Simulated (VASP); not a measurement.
Al: single point with PBE

Al, a slab with vacuum:

```
Al
1.0
     2.85749    0.00000    0.00000
     0.00000    2.85749    0.00000
     0.00000    0.00000   15.22810
Al
5
Direct
  0.00000 0.00000 0.22984
  0.50000 0.50000 0.36466
  0.00000 0.00000 0.50000
  0.50000 0.50000 0.63534
  0.00000 0.00000 0.77016
```

```yaml
Program: VASP 6.6.1
Task: single point
Functional: PBE
Potentials_or_basis: VASP PAW PBE potentials, release 64 (Al)
Cutoff: 520 eV
k_mesh: 14 × 14 × 1
Occupations: fermi-dirac, width 0.08 eV
Spin: no spin polarisation
```

| Item | Value |
| --- | --- |
| Largest force | 0.012 eV/Å |
| Band gap on the k mesh | zero (an odd number of electrons rules out a gap without spin polarisation) |

Forces in eV/Å, atoms in the order of the input:
```
Al   0.000  0.000  0.012
Al   0.000  0.000  0.004
Al   0.000  0.000  0.000
Al   0.000  0.000 -0.004
Al   0.000  0.000 -0.012
```

Levels at points of the mesh, in eV from the Fermi level:
| k point | band 6 | band 7 | band 8 | band 9 | band 10 | band 11 |
| --- | --- | --- | --- | --- | --- | --- |
| (0.00, 0.00, 0.00) | -2.13 | 0.73 | 3.62 | 4.05 | 5.69 | 6.01 |
| (0.50, 0.00, 0.00) | -3.93 | -2.22 | -1.91 | -0.03 | 0.68 | 1.72 |
| (0.50, 0.50, 0.00) | -1.12 | -0.46 | -0.33 | -0.33 | -0.04 | 1.04 |

It took 2 min on 1 thread of Intel Xeon 8259CL, with other jobs on the host, peak memory 0.25 GiB.
